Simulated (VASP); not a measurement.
Set up this calculation in VASP 6.6.1, as the native input.

```
Task                   : single point
Functional             : LDA
Potentials or basis    : VASP PAW LDA potentials, release 64 (Bi_d)
Cutoff                 : 500 eV
k mesh                 : 14 × 14 × 14
Occupations            : fermi-dirac, width 0.1 eV
Spin                   : no spin polarisation
Dipole correction      : no
Further INCAR settings : ALGO = Normal; EDIFF = 1e-06; NBANDS = 14
```

The structure of Bi lies in POSCAR:

```
Bi
1.0
    0.0000000000      1.8080247508      1.8080247508
    1.8080247508      0.0000000000      1.8080247508
    1.8080247508      1.8080247508      0.0000000000
Bi
1
Direct
    0.0000000000      0.0000000000      0.0000000000
```

This cell differs from its parent crystal: volume scaled by 0.4.

These files were run (other wordings do the same):

INCAR

```
  PREC = Accurate
  ENCUT = 500
  EDIFF = 1E-6
  ISMEAR = -1
  SIGMA = 0.1
  LREAL = False
  LASPH = True
  NELM = 120
  ALGO = Normal
  ISIF = 2
  LWAVE = False
  LCHARG = True
  LELF = True
  LVHAR = True
  NBANDS = 14
  GGA_COMPAT = False
```

KPOINTS

```
regular mesh
0
Gamma
  14 14 14
```

Potentials or basis: VASP PAW LDA potentials, release 64 (Bi_d).

Launch:

```console
$ cat potpaw_LDA.64/Bi_d/POTCAR > POTCAR
$ mpirun -np 1 vasp_std > vasp.out
```

It gave:

```yaml
Pressure: 495.3 GPa
```

Run time: 7.4 s on 1 thread of Intel(R) Xeon(R) 6975P-C (Granite Rapids), on a shared host, peak memory 0.13 GiB.
